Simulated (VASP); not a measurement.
Here is a VASP 6.6.1 calculation.

Contents of INCAR:

```
ALGO = Normal ; EDIFF = 1E-6
ENCUT = 600 ; GGA = RP
GGA_COMPAT = F ; ISIF = 2
ISMEAR = -1 ; IVDW = 13
LASPH = T ; LCHARG = F
LREAL = F ; LWAVE = F
NBANDS = 31 ; NELM = 120
PREC = Accurate ; SIGMA = 0.05
```

The input KPOINTS:

```
k-points
0
Gamma
  8 8 5
```

Contents of POSCAR:

```
HfO2
1.0
    3.5940366354      0.0000000000      0.0000000000
    0.0000000000      3.5940366354      0.0000000000
    0.0000000000      0.0000000000      5.2439150950
Hf O
2 4
Direct
    0.0000000000      0.0000000000      0.0000000000
    0.5000000000      0.5000000000      0.5000000000
    0.0000000000      0.5000000000      0.1939525245
    0.5000000000      0.0000000000      0.3060474755
    0.5000000000      0.0000000000      0.8060474755
    0.0000000000      0.5000000000      0.6939525245
```

Potentials or basis: VASP PAW PBE potentials, release 64 (Hf_pv, O).

Command:

```bash
$ cat potpaw_PBE.64/Hf_pv/POTCAR potpaw_PBE.64/O/POTCAR > POTCAR
$ mpirun -np 1 vasp_std > vasp.out
```

Q: Estimate the pressure.

A: -3.6 GPa.

Q: Predict the band gap on the k mesh.

A: 4.75 eV, indirect (least direct gap 4.82 eV).

Q: Predict the dispersion energy per atom.

A: -0.390 eV.

Q: Estimate the largest force.

A: 0.049 eV/Å.

Stress tensor (GPa, compression positive):
```
-3.63  0.00  0.00
 0.00 -3.63  0.00
 0.00  0.00 -3.48
```

Caveat: the PAW data sets were made with another functional, which shifts forces and pressure a little; spin-orbit coupling is left out, which moves the levels of the heavy elements. A k mesh can miss the band edges.
